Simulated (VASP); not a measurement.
Input of a VASP 6.6.1 run:

INCAR

```
SYSTEM = Al3B2P
ALGO     = Normal         ! electronic algorithm
EDIFF    = 1E-6           ! SCF threshold, eV
EDIFFG   = -0.01          ! ionic threshold
ENCUT    = 600            ! plane-wave cutoff, eV
GGA      = PE             ! functional
IBRION   = 2              ! ionic algorithm
ISIF     = 3              ! what is computed and relaxed
ISMEAR   = 0              ! smearing method
LASPH    = .TRUE.         ! aspherical terms in the spheres
LCHARG   = .FALSE.        ! write CHGCAR
LREAL    = .FALSE.        ! projectors in reciprocal space
LWAVE    = .FALSE.        ! write WAVECAR
NELM     = 80             ! most SCF steps
NSW      = 100            ! ionic steps
PREC     = Accurate       ! precision mode
SIGMA    = 0.1            ! smearing width, eV
```

File KPOINTS:

```
k-points
0
G
  8 8 10
  0 0 0
```

File POSCAR:

```
Al3B2P
1.0
    3.8559701750     -4.3492170775      0.0000000000
    3.8559701750      4.3492170775      0.0000000000
    0.0000000000      0.0000000000      3.6459635221
Al B P
3 2 1
Direct
    0.8275928887      0.1724071113      0.5000000000
    0.1724071113      0.8275928887      0.5000000000
    0.5000000000      0.5000000000      0.5000000000
    0.0000000000      0.5000000000      0.5000000000
    0.5000000000      0.0000000000      0.5000000000
    0.0000000000      0.0000000000      0.0000000000
```

Potentials or basis: VASP PAW PBE potentials, release 64 (Al, B, P).

Launch:

```bash
$ cat potpaw_PBE.64/Al/POTCAR potpaw_PBE.64/B/POTCAR potpaw_PBE.64/P/POTCAR > POTCAR
$ mpirun -np 1 vasp_std > vasp.out
```

(1) What does it give for the relaxed volume?

(2) Predict the band gap on the k mesh.

(3) Estimate the relaxed cell.

(4) Predict the space group after relaxing (to 0.1 Å).

Results:

(1) 20.37 Å³/atom.

(2) zero (bands 10 and 11 overlap by 1.85 eV).

(3) a = 5.813 Å, b = 5.813 Å, c = 3.643 Å, α = 90.00°, β = 90.00°, γ = 96.89°.

(4) Cmmm (No. 65).
